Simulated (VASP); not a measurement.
Te3WCl2: single point with PBE

Te3WCl2:

```
Te W Cl
1.0
     4.85449    0.00000    0.00000
    -2.42725    4.20412    0.00000
     0.00000    0.00000    8.80064
Te W Cl
3 1 2
Cartesian
  2.4272 1.4014 4.4003
  0.0000 0.0000 0.0000
  0.0000 0.0000 4.4003
  2.4272 1.4014 0.0000
  0.0000 2.8027 1.6465
  0.0000 2.8027 7.1542
```

The cell was generated, and may not be a known phase.

| Quantity | Value |
| --- | --- |
| Program | VASP 6.6.1 |
| Task | single point |
| Functional | PBE |
| Potentials or basis | VASP PAW PBE potentials, release 64 (Te, W_sv, Cl) |
| Cutoff | 520 eV |
| k mesh | 6 × 6 × 2 |
| Occupations | gaussian, width 0.1 eV |
| Spin | collinear spin |
| Starting moments | [0.01, -0.27, -0.01, 2.18, -0.01, -0.01] μB |
| Dipole correction | no |
| Further INCAR settings | ALGO = Normal; EDIFF = 1e-07; NBANDS = 36 |

```yaml
Pressure: 0.0 GPa
Net_moment: 2.29 μB per cell
Site_moments: Te +0.01, -0.26, -0.01; W +2.12; Cl -0.01 μB
Valence_electrons_inside_the_program's_atomic_spheres: Te 3.33, 3.34 (each value once); W 11.60; Cl 5.06
```

Levels at points of the mesh, in eV from the Fermi level:
Spin up:
| k point | band 22 | band 23 | band 24 | band 25 | band 26 | band 27 |
| --- | --- | --- | --- | --- | --- | --- |
| (0.00, 0.00, 0.00) | -0.73 | -0.73 | -0.60 | 0.12 | 0.12 | 0.96 |
| (0.50, 0.00, 0.00) | -0.52 | -0.50 | -0.26 | -0.07 | 0.96 | 1.13 |
| (0.00, 0.00, 0.50) | -0.94 | -0.76 | -0.76 | 0.17 | 0.17 | 0.95 |
| (0.50, 0.00, 0.50) | -1.01 | -0.25 | -0.24 | -0.03 | 0.90 | 1.09 |
Spin down:
```
           k point  band 18  band 19  band 20  band 21  band 22  band 23  band 24  band 25  band 26  band 27
(0.00, 0.00, 0.00)    -2.49    -2.12    -2.12    -0.80     0.14     0.14     0.96     0.96     0.97     1.16
(0.50, 0.00, 0.00)    -2.00    -1.92    -1.70    -1.29    -0.29     0.88     1.41     1.61     1.70     2.02
(0.00, 0.00, 0.50)    -2.51    -2.07    -2.07    -1.45     0.13     0.13     0.81     0.99     0.99     1.49
(0.50, 0.00, 0.50)    -1.95    -1.76    -1.36    -0.99    -0.78     0.88     1.41     1.66     1.83     1.98
```

Wall time 3.7 min on 1 thread of Intel(R) Xeon(R) Platinum 8488C (Sapphire Rapids), on a shared host, peak memory 0.43 GiB.

Caveat: spin-orbit coupling is left out, which moves the levels of the heavy elements.
